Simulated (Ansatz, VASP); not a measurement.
## One calculation of AlN, two programs

File INCAR:

```
PREC     = Accurate       # precision mode
ENCUT    = 520            # plane-wave cutoff, eV
EDIFF    = 1E-7           # SCF threshold, eV
ISMEAR   = 0              # smearing method
SIGMA    = 0.02           # smearing width, eV
LREAL    = F              # projectors in reciprocal space
LASPH    = T              # aspherical terms in the spheres
NELM     = 80             # most SCF steps
ALGO     = Normal         # electronic algorithm
ISIF     = 2              # what is computed and relaxed
LWAVE    = F              # write WAVECAR
LCHARG   = F              # write CHGCAR
GGA      = PE             # functional
NBANDS   = 16             # bands
```

File KPOINTS:

```
regular mesh
0
Gamma
  9 9 6
```

Contents of POSCAR:

```
AlN
1.0
    3.2386198935      0.0000000000      0.0000000000
   -1.6193099467      2.8047271010      0.0000000000
    0.0000000000      0.0000000000      4.2202678670
Al N
2 2
Direct
    0.3333333300      0.6666666700      0.7500000000
    0.6666666700      0.3333333300      0.2500000000
    0.3333333300      0.6666666700      0.2500000000
    0.6666666700      0.3333333300      0.7500000000
```

Input for Ansatz:

```yaml
crystal:
  lattice:
    - [3.2386198935, 0.0, 0.0]
    - [-1.6193099467, 2.804727101, 0.0]
    - [0.0, 0.0, 4.220267867]
  atoms:
    - { symbol: Al, position: [0.33333333, 0.66666667, 0.75] }
    - { symbol: Al, position: [0.66666667, 0.33333333, 0.25] }
    - { symbol: "N", position: [0.33333333, 0.66666667, 0.25] }
    - { symbol: "N", position: [0.66666667, 0.33333333, 0.75] }
basis:
  ecutwfc: 420
kpoints:
  mp_grid: { grid: [9, 9, 6] }
hamiltonian:
  xc: pbe
scf:
  occupations: { method: gaussian, width: 0.02 }
output:
  forces: true
  stress: true
  eigenvalues: true
```

Alike in both runs: task single point; functional PBE; k mesh 9 × 9 × 6; occupations gaussian, width 0.02 eV; no spin polarisation.

|  | VASP | Ansatz |
| --- | --- | --- |
| version | VASP 6.6.1 | Ansatz 0.2.0 |
| potentials or method | VASP PAW PBE potentials, release 64 (Al, N), cutoff 520 eV | scalar-relativistic, plane waves, PAW |
| valence electrons in the cell | 16 | 16 |

```tsv
	VASP	Ansatz	Ansatz less VASP
gap on the k mesh at the Fermi level (eV)	3.48	3.47	-0.012
least direct gap on the mesh (eV)	3.48	3.47	-0.012
pressure (GPa)	9.6	9.8	+0.27
traceless stress, the component that is largest in VASP (GPa)	-5.63	-5.79	-0.154
```

The functional is the same, so the differences come from potentials, cutoffs and numerics.
